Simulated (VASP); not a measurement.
A run of VASP 6.6.1 is set up as follows.

Contents of INCAR:

```
SYSTEM = Hf3Ta2F
ALGO     = Normal         ! electronic algorithm
EDIFF    = 1E-6           ! SCF threshold, eV
ENCUT    = 520            ! plane-wave cutoff, eV
GGA      = PE             ! functional
ISIF     = 2              ! what is computed and relaxed
ISMEAR   = 0              ! smearing method
LASPH    = .True.         ! aspherical terms in the spheres
LCHARG   = .True.         ! write CHGCAR
LELF     = .True.         ! ELF
LREAL    = .False.        ! projectors in reciprocal space
LVHAR    = .True.       
LWAVE    = .False.        ! write WAVECAR
NBANDS   = 38             ! bands
NELM     = 60             ! most SCF steps
PREC     = Accurate       ! precision mode
SIGMA    = 0.1            ! smearing width, eV
```

File KPOINTS:

```
k-points
0
Gamma
  6 6 4
  0 0 0
```

The input POSCAR:

```
Hf3Ta2F
1.0
    4.9366139410      0.0000000000      0.0000000000
   -2.4683069705      4.2752330816      0.0000000000
    0.0000000000      0.0000000000      5.5185584229
Hf Ta F
3 2 1
Direct
    0.0000000000      0.0000000000      0.0000000000
    0.3333333333      0.6666666667      0.5000000000
    0.3333333333      0.6666666667      0.0000000000
    0.6666666667      0.3333333333      0.7615598472
    0.6666666667      0.3333333333      0.2384401528
    0.0000000000      0.0000000000      0.5000000000
```

Potentials or basis: VASP PAW PBE potentials, release 64 (Hf_pv, Ta_pv, F).

The run is started by

```console
$ cat potpaw_PBE.64/Hf_pv/POTCAR potpaw_PBE.64/Ta_pv/POTCAR potpaw_PBE.64/F/POTCAR > POTCAR
$ mpirun -np 1 vasp_std > vasp.out
```

**Question.** Estimate the largest force.

**Answer.** 0.034 eV/Å.

**Question.** Estimate the pressure.

**Answer.** -0.4 GPa.

**Question.** Predict the band gap on the k mesh.

**Answer.** Zero (an odd number of electrons rules out a gap without spin polarisation).

Stress tensor (GPa, compression positive):
```
-0.28  0.00  0.00
 0.00 -0.28  0.00
 0.00  0.00 -0.59
```

Caveat: spin-orbit coupling is left out, which moves the levels of the heavy elements; an odd number of electrons without spin polarisation forces a metal; a magnetic or distorted state may lie lower.
